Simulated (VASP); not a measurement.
Input of a VASP 6.6.1 run:

Contents of POSCAR:

```
Cu
1.0
    4.1188619573      0.0000000000      0.0000000000
   -2.0594309787      3.5670390897      0.0000000000
    0.0000000000      0.0000000000      2.4722589632
Cu
3
Direct
    1.0000000000      1.0000000000      0.0000000000
    0.3333333333      0.6666666667      0.5000000000
    0.6666666667      0.3333333333      0.5000000000
```

The input INCAR.step1:

```
PREC = Accurate ; ENCUT = 520
ISMEAR = -1 ; SIGMA = 0.1
LREAL = False ; LASPH = True
NELM = 80 ; NBANDS = 24
GGA = PE ; ALGO = Normal
EDIFF = 1E-4 ; LWAVE = True
LCHARG = False
```

Contents of INCAR.step2:

```
PREC = Accurate ; ENCUT = 520
EDIFF = 1E-6 ; ISMEAR = -1
SIGMA = 0.1 ; LREAL = False
LASPH = True ; NELM = 80
ALGO = Normal ; ISIF = 2
LWAVE = False ; LCHARG = False
METAGGA = R2SCAN ; LMIXTAU = True
NBANDS = 24 ; ISTART = 1
```

The input KPOINTS:

```
Automatic mesh
0
Gamma
  10 10 14
```

Potentials or basis: VASP PAW PBE potentials, release 64 (Cu).

Launch:

```console
$ cat potpaw_PBE.64/Cu/POTCAR > POTCAR
$ cp INCAR.step1 INCAR
$ mpirun -np 1 vasp_std > vasp.out
$ cp INCAR.step2 INCAR
$ mpirun -np 1 vasp_std > vasp.out
```

**Question.** Estimate the pressure.

**Answer.** -4.9 GPa.

Stress tensor (GPa, compression positive):
```
-4.79  0.00  0.00
 0.00 -4.79  0.00
 0.00  0.00 -5.24
```

Caveat: the PAW data sets were made with another functional, which shifts forces and pressure a little.
